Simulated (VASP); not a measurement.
Be8SbS6 (a cell with a defect): single point with PBEsol+D4

System: Be8SbS6 (a cell with a defect).

```
CELL_PARAMETERS angstrom
0.00000 4.83800 4.83800
4.83800 0.00000 4.83800
4.83800 4.83800 0.00000
ATOMIC_POSITIONS crystal
Be 0.99562 0.99437 0.00658
Be 0.50003 0.49594 0.50306
Be 0.99974 0.01443 0.50848
Be 0.49388 0.50403 0.00072
Be 0.99943 0.50186 0.00073
Be 0.50404 0.98853 0.50485
Be 0.50047 0.98997 0.00598
Be 0.00978 0.50831 0.48966
S 0.11022 0.12850 0.11951
S 0.62549 0.62687 0.12559
S 0.12541 0.62418 0.11456
S 0.62916 0.12308 0.61823
S 0.62541 0.13221 0.11266
S 0.12233 0.62626 0.62739
Sb 0.63642 0.62650 0.61273
```

* Program: VASP 6.6.1
* Task: single point
* Functional: PBEsol
* Dispersion: D4
* Potentials or basis: VASP PAW PBE potentials, release 64 (Be, S, Sb)
* Cutoff: 400 eV
* k mesh: 2 × 2 × 2, shifted
* Occupations: fermi-dirac, width 0.05 eV
* Spin: collinear spin
* Starting moments: [0.143, 0.143, 0.143, 0.143, 0.0, 0.143, 0.0, 0.143, 0.0, 0.0, 0.0, 0.0, 0.0, 0.0, 0.143] μB

- Largest force: 5.111 eV/Å
- Net moment: 0.00 μB per cell
- Valence electrons inside the program's atomic spheres: Be 0.94, 1.15, 0.82, 1.09, 1.06, 1.04, 0.99 (each value once); S 3.75, 3.74, 3.71 (each value once); Sb 2.78
- Dispersion energy per atom: -0.147 eV

Forces on the atoms (eV/Å):
```
Be   0.759  0.558 -0.536
Be  -1.744 -1.882 -2.491
Be  -1.547 -1.066 -0.983
Be   2.340  2.412 -1.726
Be  -0.517 -0.409 -0.559
Be   2.683 -2.003  3.863
Be   0.240 -0.857  0.066
Be  -1.161  1.848  2.872
S    0.164  1.107  0.781
S   -0.375 -0.216 -0.162
S    0.132  0.196  0.293
S    0.511  0.013 -0.230
S   -0.115 -0.106 -0.392
S   -0.050  0.053  0.641
Sb  -1.319  0.351 -1.437
```

Levels at points of the mesh, in eV from the Fermi level:
Spin up:
```csv
k point,band 25,band 26,band 27,band 28,band 29,band 30
"(0.25, 0.25, 0.25)",-0.41,-0.34,-0.24,-0.09,0.49,3.71
```
Spin down:
| k point | band 25 | band 26 | band 27 | band 28 | band 29 | band 30 |
| --- | --- | --- | --- | --- | --- | --- |
| (0.25, 0.25, 0.25) | -0.41 | -0.34 | -0.24 | -0.09 | 0.49 | 3.71 |

It took 3.1 min on 1 thread of Intel(R) Xeon(R) Platinum 8488C (Sapphire Rapids), on a shared host, peak memory 0.4 GiB.

Caveat: the cell carries a net charge on a neutralising background, which shifts energy and pressure; the cell is charged against a uniform background, so pressure and absolute levels hang on convention; the PAW data sets were made with another functional, which shifts forces and pressure a little; spin-orbit coupling is left out, which moves the levels of the heavy elements.
